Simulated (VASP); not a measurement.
# VCo (Pm-3m) in VASP: a series of runs, part 2 of 2

VASP 6.6.1. The steps go on from the part before.

## 3. Single point, LDA, collinear spin, ferromagnetic start

This run uses another cell than the first one, of 12.56 Å³/atom.

INCAR

```
SYSTEM = VCo
ALGO = Normal
EDIFF = 1E-6
ENCUT = 520
GGA = CA
ISIF = 2
ISMEAR = -1
ISPIN = 2
LASPH = .TRUE.
LCHARG = .FALSE.
LMAXMIX = 4
LORBIT = 11
LREAL = .FALSE.
LWAVE = .FALSE.
MAGMOM = 1.5 2.5
NBANDS = 22
NELM = 150
PREC = Accurate
SIGMA = 0.1
```

KPOINTS

```
k-points
0
G
  10 10 10
  0 0 0
```

POSCAR

```
VCo
1.0
    2.9284643093      0.0000000000      0.0000000000
    0.0000000000      2.9284643093      0.0000000000
    0.0000000000      0.0000000000      2.9284643093
V Co
1 1
Direct
    0.0000000000      0.0000000000      0.0000000000
    0.5000000000      0.5000000000      0.5000000000
```

Potentials or basis: VASP PAW LDA potentials, release 64 (V_sv, Co).

On the command line:

```sh
> cat potpaw_LDA.64/V_sv/POTCAR potpaw_LDA.64/Co/POTCAR > POTCAR
> mpirun -np 1 vasp_std > vasp.out
```

OUTCAR:

```text
SYSTEM = VCo
   EDIFF = 1E-6
   ENCUT = 520
   GGA = CA
   ISIF = 2
   ISMEAR = -1
   ISPIN = 2
   LASPH = .TRUE.
   LORBIT = 11
   LREAL = .FALSE.
   NELM = 150
   PREC = Accurate

 ion  position               nearest neighbor table
   1  0.000  0.000  0.000-   2 2.54   2 2.54   2 2.54   2 2.54   2 2.54   2 2.54   2 2.54   2 2.54

   2  0.500  0.500  0.500-   1 2.54   1 2.54   1 2.54   1 2.54   1 2.54   1 2.54   1 2.54   1 2.54

  LATTYP: Found a simple cubic cell.
 ALAT       =     2.9284643093

  Lattice vectors:

 A1 = (   2.9284643093,   0.0000000000,   0.0000000000)
 A2 = (   0.0000000000,   2.9284643093,   0.0000000000)
 A3 = (   0.0000000000,   0.0000000000,   2.9284643093)

Analysis of symmetry for initial positions (statically):
=====================================================================
 Subroutine PRICEL returns:
 Original cell was already a primitive cell.

 Routine SETGRP: Setting up the symmetry group for a
 simple cubic supercell.

 Subroutine GETGRP returns: Found 48 space group operations
 (whereof 48 operations were pure point group operations)
 out of a pool of 48 trial point group operations.

The static configuration has the point symmetry O_h .

Analysis of symmetry for dynamics (positions and initial velocities):
=====================================================================
 Subroutine PRICEL returns:
 Original cell was already a primitive cell.

 Routine SETGRP: Setting up the symmetry group for a
 simple cubic supercell.

 Subroutine GETGRP returns: Found 48 space group operations
 (whereof 48 operations were pure point group operations)
 out of a pool of 48 trial point group operations.

The dynamic configuration has the point symmetry O_h .

Analysis of structural, dynamic, and magnetic symmetry:
=====================================================================
 Subroutine PRICEL returns:
 Original cell was already a primitive cell.

 Routine SETGRP: Setting up the symmetry group for a
 simple cubic supercell.

 Subroutine GETGRP returns: Found 48 space group operations
 (whereof 48 operations were pure point group operations)
 out of a pool of 48 trial point group operations.

[... 145 lines left out ...]

  energy without entropy =      -17.95097022  energy(sigma->0) =      -18.00670578

 E-fermi :   9.6952     XC(G=0): -13.2840

 val. band max:        9.6916398660   @ k =   0.5000   0.2000   0.0000
 cond. band min:       9.6954611241   @ k =   0.1000   0.0000   0.0000
 fundamental gap:      0.0038212581
 Fermi energy:         9.6952465785

 spin component 1

 k-point     1 :       0.0000    0.0000    0.0000
  band No.  band energies     occupation
      1     -54.2816      1.00000
      2     -28.4197      1.00000
      3     -28.4197      1.00000
      4     -28.4197      1.00000
      5       1.6795      1.00000
      6       5.3476      1.00000
[... 589 lines left out ...]
     21      27.8441      0.00000
     22      28.3115      0.00000

 [... further k-points ...]

 spin component 2

 k-point     1 :       0.0000    0.0000    0.0000
  band No.  band energies     occupation
      1     -53.7656      1.00000
      2     -27.9164      1.00000
      3     -27.9164      1.00000
      4     -27.9164      1.00000
      5       1.8764      1.00000
      6       6.0590      1.00000
[... 589 lines left out ...]
     21      28.1118      0.00000
     22      28.6130      0.00000

 [... further k-points ...]

------------------------ aborting loop because EDIFF is reached ----------------------------------------

  FORCE on cell =-STRESS in cart. coord.  units (eV):
  Direction    XX          YY          ZZ          XY          YZ          ZX
  --------------------------------------------------------------------------------------
  -------------------------------------------------------------------------------------
  Total       -3.3449188     -3.3449188     -3.3449188      0.0000000      0.0000000     -0.0000000
  in kB     -213.3911288   -213.3911288   -213.3911288      0.0000000      0.0000000     -0.0000000
  external PRESSURE =    -213.3911288 kB  Pullay stress =       0.0000000 kB

 VOLUME and BASIS-vectors are now :
 -----------------------------------------------------------------------------
  energy-cutoff  :      520.00
  volume of cell :       25.11
      direct lattice vectors                 reciprocal lattice vectors
     2.928464309  0.000000000  0.000000000     0.341475905  0.000000000  0.000000000
     0.000000000  2.928464309  0.000000000     0.000000000  0.341475905  0.000000000
     0.000000000  0.000000000  2.928464309     0.000000000  0.000000000  0.341475905

 POSITION                                       TOTAL-FORCE (eV/Angst)
 -----------------------------------------------------------------------------------
      0.00000      0.00000      0.00000         0.000000      0.000000      0.000000
      1.46423      1.46423      1.46423         0.000000      0.000000      0.000000
 -----------------------------------------------------------------------------------
    total drift:                                0.000000      0.000000     -0.000000

  FREE ENERGIE OF THE ION-ELECTRON SYSTEM (eV)
  ---------------------------------------------------
  free  energy   TOTEN  =       -18.0624413353 eV

  energy  without entropy=      -17.9509702155  energy(sigma->0) =      -18.00670578

 total charge

# of ion       s       p       d       tot
------------------------------------------
    1        2.313   6.226   2.978  11.516
    2        0.518   0.487   7.299   8.305
--------------------------------------------------
tot          2.831   6.713  10.277  19.821

 magnetization (x)

# of ion       s       p       d       tot
------------------------------------------
    1        0.000  -0.001   0.543   0.542
    2        0.018   0.015   0.979   1.012
--------------------------------------------------
tot          0.018   0.014   1.522   1.554
```

stdout:

```text
POSCAR found type information on POSCAR V Co
 POSCAR found :  2 types and       2 ions
 scaLAPACK will be used
 LDA part: xc-table for (Slater(with rela. corr.)+CA(PZ))
 , standard interpolation
 POSCAR, INCAR and KPOINTS ok, starting setup
 FFT: planning ... GRIDC
 FFT: planning ... GRID_SOFT
 FFT: planning ... GRID
 WAVECAR not read
 entering main loop
```

It took 22 s on 1 thread of Intel Xeon 6975P-C (Granite Rapids), shared host; peak memory 0.17 GiB.

Results:

| Quantity | Value |
| --- | --- |
| Free energy | -18.0624 eV |
| Pressure | -21.3 GPa |
| Net moment | 1.60 μB per cell |
| Site moments | V +0.54; Co +1.01 μB |
| Valence electrons inside the program's atomic spheres | V 11.52; Co 8.30 |

Levels at points of the mesh, in eV from the Fermi level:
Spin up:
```tsv
k point	band 10	band 11	band 12	band 13	band 14	band 15
(0.00, 0.00, 0.00)	-1.97	-0.04	-0.04	1.68	1.68	1.68
(0.50, 0.00, 0.00)	-1.49	-1.47	-0.41	-0.17	-0.17	1.12
(0.50, 0.50, 0.00)	-0.81	0.44	0.51	0.51	1.67	1.67
(0.50, 0.50, 0.50)	-2.49	-1.28	-1.28	1.89	1.89	7.75
```
Spin down:
| k point | band 8 | band 9 | band 10 | band 11 | band 12 | band 13 |
| --- | --- | --- | --- | --- | --- | --- |
| (0.00, 0.00, 0.00) | -1.29 | -1.29 | -1.29 | 0.79 | 0.79 | 2.20 |
| (0.50, 0.00, 0.00) | -1.31 | -1.31 | -1.05 | -0.73 | 0.22 | 0.22 |
| (0.50, 0.50, 0.00) | -2.34 | -0.04 | 0.20 | 0.70 | 0.70 | 1.04 |
| (0.50, 0.50, 0.50) | -2.17 | -2.17 | -2.17 | 0.00 | 0.00 | 2.42 |

Caveat: the cell stands under tension.

## 4. Single point, LDA, collinear spin, ferromagnetic start

This run uses another cell than the first one, of 13.04 Å³/atom.

INCAR

```
SYSTEM = VCo
PREC = Accurate
ENCUT = 520
EDIFF = 1E-6
ISMEAR = -1
SIGMA = 0.1
LREAL = .FALSE.
LASPH = .TRUE.
NELM = 150
ALGO = Normal
ISIF = 2
LWAVE = .FALSE.
LCHARG = .FALSE.
ISPIN = 2
MAGMOM = 1.5 2.5
LORBIT = 11
LMAXMIX = 4
NBANDS = 22
```

KPOINTS

```
regular mesh
0
G
  10 10 10
  0 0 0
```

POSCAR

```
VCo
1.0
    2.9655374134      0.0000000000      0.0000000000
    0.0000000000      2.9655374134      0.0000000000
    0.0000000000      0.0000000000      2.9655374134
V Co
1 1
Direct
    0.0000000000      0.0000000000      0.0000000000
    0.5000000000      0.5000000000      0.5000000000
```

On the command line:

```sh
> cat potpaw_LDA.64/V_sv/POTCAR potpaw_LDA.64/Co/POTCAR > POTCAR
> mpirun -np 1 vasp_std > vasp.out
```

It took 24 s on 1 thread of Intel Xeon 6975P-C (Granite Rapids), shared host; peak memory 0.17 GiB.

The run converged. Its results:

| Quantity | Value |
| --- | --- |
| Free energy | -17.9187 eV |
| Pressure | -26.3 GPa |
| Net moment | 1.69 μB per cell |
| Site moments | V +0.56; Co +1.08 μB |
| Valence electrons inside the program's atomic spheres | V 11.46; Co 8.24 |

Levels at points of the mesh, in eV from the Fermi level:
Spin up:
```tsv
k point	band 8	band 9	band 10	band 11	band 12	band 13	band 14	band 15	band 16	band 17
(0.00, 0.00, 0.00)	-1.91	-1.91	-1.91	-0.07	-0.07	1.59	1.59	1.59	8.90	8.90
(0.50, 0.00, 0.00)	-1.96	-1.96	-1.46	-1.38	-0.48	-0.15	-0.15	1.07	2.57	14.80
(0.50, 0.50, 0.00)	-2.81	-1.33	-0.83	0.40	0.49	0.49	1.57	1.57	1.73	7.37
(0.50, 0.50, 0.50)	-2.36	-2.36	-2.36	-1.30	-1.30	1.79	1.79	7.42	8.02	8.02
```
Spin down:
```csv
k point,band 7,band 8,band 9,band 10,band 11,band 12,band 13,band 14
"(0.00, 0.00, 0.00)",-3.40,-1.19,-1.19,-1.19,0.81,0.81,2.13,2.13
"(0.50, 0.00, 0.00)",-1.80,-1.21,-1.21,-0.93,-0.66,0.25,0.25,0.65
"(0.50, 0.50, 0.00)",-2.19,-2.19,0.02,0.24,0.69,0.69,1.03,2.17
"(0.50, 0.50, 0.50)",-2.22,-2.03,-2.03,-2.03,0.05,0.05,2.34,2.34
```

Caveat: the cell stands under tension.

## 5. Single point, LDA, collinear spin, ferromagnetic start

This run uses another cell than the first one, of 13.52 Å³/atom.

INCAR

```
PREC = Accurate ; ENCUT = 520
EDIFF = 1E-7 ; ISMEAR = -1
SIGMA = 0.1 ; LREAL = F
LASPH = T ; NELM = 150
ALGO = Normal ; ISIF = 2
LWAVE = F ; LCHARG = F
ISPIN = 2 ; MAGMOM = 1.5 2.5
LORBIT = 11 ; LMAXMIX = 4
NBANDS = 22
```

KPOINTS

```
regular mesh
0
Gamma
  10 10 10
```

POSCAR

```
VCo
1.0
    3.0017060684      0.0000000000      0.0000000000
    0.0000000000      3.0017060684      0.0000000000
    0.0000000000      0.0000000000      3.0017060684
V Co
1 1
Direct
    0.0000000000      0.0000000000      0.0000000000
    0.5000000000      0.5000000000      0.5000000000
```

On the command line:

```sh
> cat potpaw_LDA.64/V_sv/POTCAR potpaw_LDA.64/Co/POTCAR > POTCAR
> mpirun -np 1 vasp_std > vasp.out
```

Run time: 23 s. Hardware: 1 thread of Intel Xeon 6975P-C (Granite Rapids), shared host; peak memory 0.17 GiB.

It converged, with:

- Free energy: -17.7484 eV
- Pressure: -30.2 GPa
- Net moment: 1.75 μB per cell
- Site moments: V +0.57; Co +1.13 μB
- Valence electrons inside the program's atomic spheres: V 11.41; Co 8.18

Levels at points of the mesh, in eV from the Fermi level:
Spin up:
| k point | band 9 | band 10 | band 11 | band 12 | band 13 | band 14 | band 15 | band 16 |
| --- | --- | --- | --- | --- | --- | --- | --- | --- |
| (0.00, 0.00, 0.00) | -1.86 | -1.86 | -0.09 | -0.09 | 1.50 | 1.50 | 1.50 | 8.66 |
| (0.50, 0.00, 0.00) | -1.91 | -1.44 | -1.30 | -0.53 | -0.13 | -0.13 | 1.02 | 2.44 |
| (0.50, 0.50, 0.00) | -1.34 | -0.85 | 0.37 | 0.48 | 0.48 | 1.48 | 1.48 | 1.64 |
| (0.50, 0.50, 0.50) | -2.23 | -2.23 | -1.31 | -1.31 | 1.69 | 1.69 | 7.12 | 7.77 |
Spin down:
| k point | band 8 | band 9 | band 10 | band 11 | band 12 | band 13 |
| --- | --- | --- | --- | --- | --- | --- |
| (0.00, 0.00, 0.00) | -1.10 | -1.10 | -1.10 | 0.82 | 0.82 | 2.05 |
| (0.50, 0.00, 0.00) | -1.12 | -1.12 | -0.83 | -0.59 | 0.28 | 0.28 |
| (0.50, 0.50, 0.00) | -2.04 | 0.07 | 0.27 | 0.67 | 0.67 | 1.02 |
| (0.50, 0.50, 0.50) | -1.91 | -1.91 | -1.91 | 0.10 | 0.10 | 2.27 |

Caveat: the cell stands under tension.

## 6. Summary

```tsv
cell	gap on the mesh (eV)	pressure (GPa)	moment (μB)
a = 2.890 Å, 2 atoms	none	-15.2	1.45
a = 2.928 Å, 2 atoms	none	-21.3	1.60
a = 2.966 Å, 2 atoms	none	-26.3	1.69
a = 3.002 Å, 2 atoms	none	-30.2	1.75
```

Alike in all rows: task single point; level LDA; potentials or basis VASP PAW LDA potentials, release 64 (V_sv, Co); spin collinear, ferromagnetic start; k mesh 10 × 10 × 10; cutoff (eV) 520; smearing fermi-dirac 0.1 eV.

Caveats: the cell stands under tension.

Absolute energies hang on the potentials; compare differences alone.
